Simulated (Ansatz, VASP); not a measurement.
One calculation of PtSe2, two programs

```
Pt Se
1.0
     3.76031    0.00000    0.00000
    -1.88015    3.25652    0.00000
     0.00000    0.00000    4.86324
Pt Se
1 2
Direct
  0.00000 0.00000 0.00000
  0.33333 0.66667 0.26078
  0.66667 0.33333 0.73922
```

Alike in both runs: functional PBEsol; k mesh 15 × 15 × 8; occupations gaussian, width 0.1 eV; no spin polarisation.

Ansatz relaxed the structure, and its values are those at the end. VASP's run is a single point on that final structure, the one shown.

|  | VASP | Ansatz |
| --- | --- | --- |
| version | VASP 6.6.1 | Ansatz 0.2.0 |
| potentials or method | VASP PAW PBE potentials, release 64 (Pt, Se), cutoff 520 eV | scalar-relativistic, plane waves, PAW |
| valence electrons in the cell | 22 | 50 |

```csv
,VASP,Ansatz,Ansatz less VASP
gap on the k mesh at the Fermi level (eV),none,none,-
pressure (GPa),0.1,0.0,-0.08
rms of the force components (eV/Å),0.007,0.001,-0.0067
```

VASP's potentials were made for PBE, not for PBEsol. A gap of «none» marks a metal or a gap that the smearing closes. VASP's potentials hold 22 valence electrons a cell and Ansatz's 50, so a difference there can come from the potentials and not from the codes.

Neither program's run includes spin-orbit coupling.
